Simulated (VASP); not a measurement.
Runs of VASP 6.6.1 on Tl. Symmetry: P6_3/mmc, No. 194, hexagonal system. Conventional cell: a = 3.456 Å, b = 3.456 Å, c = 5.525 Å, α = 90.00°, β = 90.00°, γ = 120.00°. Tl (site symmetry -6m2) has 12 Tl at 3.41 to 3.46 Å within 4.5 Å. 

```tsv
task	level	potentials or basis	spin	gap on the mesh (eV)	pressure (GPa)
electric field gradients	LDA	VASP PAW LDA potentials, release 64 (Tl_d)	off	none	-1.7
electric field gradients	r2SCAN	VASP PAW PBE potentials, release 64 (Tl_d)	off	none	1.9
single point	PBE	VASP PAW PBE potentials, release 64 (Tl_d)	non-collinear, zero start, SOC	-	(a)
electric field gradients	PBEsol	VASP PAW PBE potentials, release 64 (Tl_d)	off	none	-0.1
single point	PBEsol	VASP PAW PBE potentials, release 64 (Tl_d)	off	none	-0.1
```

Alike in all rows: cell as given; k mesh 11 × 11 × 6; cutoff (eV) 520; smearing fermi-dirac 0.05 eV.

**Question.** Estimate the missing entries.

**Answer.** (a) 2.8.

Caveats: spin-orbit coupling is left out, which moves the levels of the heavy elements (at least some runs); the PAW data sets were made with another functional, which shifts forces and pressure a little (at least some runs).

A k mesh can miss the band edges, and rows without SOC leave out spin-orbit coupling on Tl.

A gap of «none» marks levels without a gap at the run's occupations.
